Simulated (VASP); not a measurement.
The system is Y.

```xyz
2
Lattice="3.5981 0.0000 0.0000 -1.7991 3.1161 0.0000 0.0000 0.0000 5.6531" Properties=species:S:1:pos:R:3 pbc="T T T"
Y     1.7991    1.0387    4.2399
Y     0.0000    2.0774    1.4133
```

This cell differs from its parent crystal: volume scaled by 0.96.

Base run:

* Program: VASP 6.6.1
* Functional: PBE
* Potentials or basis: VASP PAW PBE potentials, release 64 (Y_sv)
* Cutoff: 520 eV
* k mesh: 8 × 8 × 5
* Occupations: fermi-dirac, width 0.05 eV
* Spin: no spin polarisation

Its results: band gap on the k mesh zero (band 11 reaches 4.16 eV, above the bottom of band 12 at 2.76 eV); pressure 1.5 GPa.

**Question.** The run is repeated on the same cell with these changes: functional from PBE to PBEsol; further incar settings from ALGO = Fast; EDIFF = 1e-06; NBANDS = 18 to ALGO = Normal; EDIFF = 1e-07; NBANDS = 18. What comes out?

**Answer.** Band gap on the k mesh zero (band 11 reaches 4.06 eV, above the bottom of band 12 at 2.64 eV); pressure -0.6 GPa.

Caveats: the PAW data sets were made with another functional, which shifts forces and pressure a little (some runs).
